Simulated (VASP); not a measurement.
Cu, 1 atom in the cell. The structure is cubic, space group Fm-3m (No. 225). The conventional cell has a = 3.629 Å, b = 3.629 Å, c = 3.629 Å, α = 90.00°, β = 90.00°, γ = 90.00°. Within 3.4 Å of Cu (site symmetry m-3m) lie 12 Cu at 2.57 Å. 

```yaml
Program: VASP 6.6.1
Task: single point
Functional: PBE
Potentials_or_basis: VASP PAW PBE potentials, release 64 (Cu)
Cutoff: 600 eV
k_mesh: 20 × 20 × 20
Occupations: gaussian, width 0.1 eV
Spin: no spin polarisation
Dipole_correction: no
Further_INCAR_settings: ALGO = Normal; EDIFF = 1e-06; NBANDS = 12
```

Potentials or basis: VASP PAW PBE potentials, release 64 (Cu).

The run is started by

```sh
$ cat potpaw_PBE.64/Cu/POTCAR > POTCAR
$ mpirun -np 1 vasp_std > vasp.out
```

Hardware: 1 thread of Intel Xeon 8259CL (shared host).

Q: Estimate the wall time of this run.

A: Run time: 47 s on 1 thread of Intel Xeon 8259CL, on a shared host, peak memory 0.17 GiB. Counts: scf iterations 11, k points 256.
